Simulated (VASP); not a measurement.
Set up this calculation in VASP 6.6.1, as the native input.

```yaml
Task: single point
Functional: PBE
Potentials_or_basis: VASP PAW PBE potentials, release 64 (Si, O)
Cutoff: 520 eV
k_mesh: 4 × 4 × 3
Occupations: fermi-dirac, width 0.02 eV
Spin: no spin polarisation
Dipole_correction: no
Further_INCAR_settings: ALGO = Normal; EDIFF = 1e-07; NBANDS = 44
```

The structure of SiO2 lies in POSCAR:

```
SiO2
1.0
    4.9329000000      0.0000000000      0.0000000000
    0.0000000000      4.9329000000      0.0000000000
    0.0000000000      0.0000000000      6.4645000000
Si O
4 8
Direct
    0.6831046967      0.6831046967      0.5000000000
    0.8168953033      0.1831046967      0.7500000000
    0.3168953033      0.3168953033      0.0000000000
    0.1831046967      0.8168953033      0.2500000000
    0.3636612499      0.7307384934      0.4500127918
    0.7692615066      0.8636612499      0.7000127918
    0.6363387501      0.2692615066      0.9500127918
    0.2307384934      0.1363387501      0.2000127918
    0.8636612499      0.7692615066      0.2999872082
    0.2692615066      0.6363387501      0.0499872082
    0.1363387501      0.2307384934      0.7999872082
    0.7307384934      0.3636612499      0.5499872082
```

The input as run:

INCAR

```
SYSTEM = SiO2
  ALGO = Normal
  EDIFF = 1E-7
  ENCUT = 520
  GGA = PE
  ISIF = 2
  ISMEAR = -1
  LASPH = .TRUE.
  LCHARG = .FALSE.
  LREAL = .FALSE.
  LWAVE = .FALSE.
  NBANDS = 44
  NELM = 60
  PREC = Accurate
  SIGMA = 0.02
```

KPOINTS

```
k-points
0
G
  4 4 3
  0 0 0
```

Potentials or basis: VASP PAW PBE potentials, release 64 (Si, O).

Launch:

```bash
$ cat potpaw_PBE.64/Si/POTCAR potpaw_PBE.64/O/POTCAR > POTCAR
$ mpirun -np 1 vasp_std > vasp.out
```

Results of the run:

```json
{
  "Pressure": "2.9 GPa",
  "Largest force": "0.029 eV/Å",
  "Band gap on the k mesh": "5.66 eV, direct"
}
```

Wall time 87 s on 1 thread of AMD EPYC 7R43 64-Core Processor (Zen 3), on a shared host, peak memory 0.24 GiB.
